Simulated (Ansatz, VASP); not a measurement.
**YN: VASP beside Ansatz**

```
Y N
1.0
     0.00000    2.42848    2.46485
     2.42848    0.00000    2.46485
     2.42848    2.42848    0.00000
Y N
1 1
Direct
  0.00000 0.00000 0.00000
  0.50000 0.50000 0.50000
```

Change from the starting cell: strained cell.

Alike in both runs: functional PBE; k mesh 10 × 10 × 10; occupations gaussian, width 0.01 eV; no spin polarisation.

Ansatz relaxed the structure, and its values are those at the end. VASP's run is a single point on that final structure, the one shown.

|  | VASP | Ansatz |
| --- | --- | --- |
| version | VASP 6.6.1 | Ansatz 0.2.0 |
| potentials or method | VASP PAW PBE potentials, release 64 (Y_sv, N), cutoff 600 eV | scalar-relativistic, plane waves, PAW |
| valence electrons in the cell | 16 | 16 |

```tsv
	VASP	Ansatz	Ansatz less VASP
gap on the k mesh at the Fermi level (eV)	0.15	0.15	0.000
least direct gap on the mesh (eV)	0.53	0.53	0.000
pressure (GPa)	2.3	2.6	+0.27
```

Ansatz's warnings: stress scf threshold loose.
